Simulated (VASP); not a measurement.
Rh, 1 atom in the cell. It takes space group Fm-3m (No. 225, cubic). Conventional cell: a = 3.670 Å, b = 3.670 Å, c = 3.670 Å, α = 90.00°, β = 90.00°, γ = 90.00°. Rh (site symmetry m-3m) has 12 Rh at 2.60 Å within 3.4 Å. 

```yaml
Program: VASP 6.6.1
Task: single point
Functional: PBE
Potentials_or_basis: VASP PAW PBE potentials, release 64 (Rh_pv)
Cutoff: 520 eV
k_mesh: 22 × 22 × 22
Occupations: gaussian, width 0.15 eV
Spin: collinear spin, ferromagnetic start
Starting_moments: "[0.375] μB"
Fixed_moment: 0.375 μB
Dipole_correction: no
Further_INCAR_settings: ALGO = Fast; EDIFF = 1e-06; NBANDS = 18
```

Potentials or basis: VASP PAW PBE potentials, release 64 (Rh_pv).

Run with:

```sh
$ cat potpaw_PBE.64/Rh_pv/POTCAR > POTCAR
$ mpirun -np 1 vasp_std > vasp.out
```

Hardware: 1 thread of Intel(R) Xeon(R) Platinum 8375C CPU @ 2.90GHz (Ice Lake), on a shared host.

Problem. Estimate the wall time of this run.

Solution. Wall time 2.2 min on 1 thread of Intel(R) Xeon(R) Platinum 8375C CPU @ 2.90GHz (Ice Lake), on a shared host, peak memory 0.21 GiB. Counts: scf iterations 11, k points 328.
